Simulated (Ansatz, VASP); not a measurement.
## BAs in VASP and in Ansatz

```
B As
1.0
     0.00000    2.52283    2.52283
     2.52283    0.00000    2.52283
     2.52283    2.52283    0.00000
B As
1 1
Direct
  0.00000 0.00000 0.00000
  0.75000 0.75000 0.75000
```

Change from the starting cell: species swapped into the BeTe type (F-43m, No. 216).

Alike in both runs: task relaxation of cell and atoms; functional PBE; k mesh 7 × 7 × 7; occupations gaussian, width 0.2 eV; no spin polarisation.

|  | VASP | Ansatz |
| --- | --- | --- |
| version | VASP 6.6.1 | Ansatz 0.2.0 |
| potentials or method | VASP PAW PBE potentials, release 64 (B, As), cutoff 500 eV | scalar-relativistic, plane waves, PAW |
| valence electrons in the cell | 8 | 18 |

|  | VASP | Ansatz | Ansatz less VASP |
| --- | --- | --- | --- |
| gap on the k mesh at the Fermi level, each at its own relaxed structure (eV) | 1.22 | 1.22 | -0.002 |
| relaxed volume (Å³/atom) | 13.97 | 13.83 | -0.134 |
| relaxed cell length with the largest relative difference (Å) | 3.406 | 3.395 | -0.0110 |

VASP's potentials hold 8 valence electrons a cell and Ansatz's 18, so a difference there can come from the potentials and not from the codes.
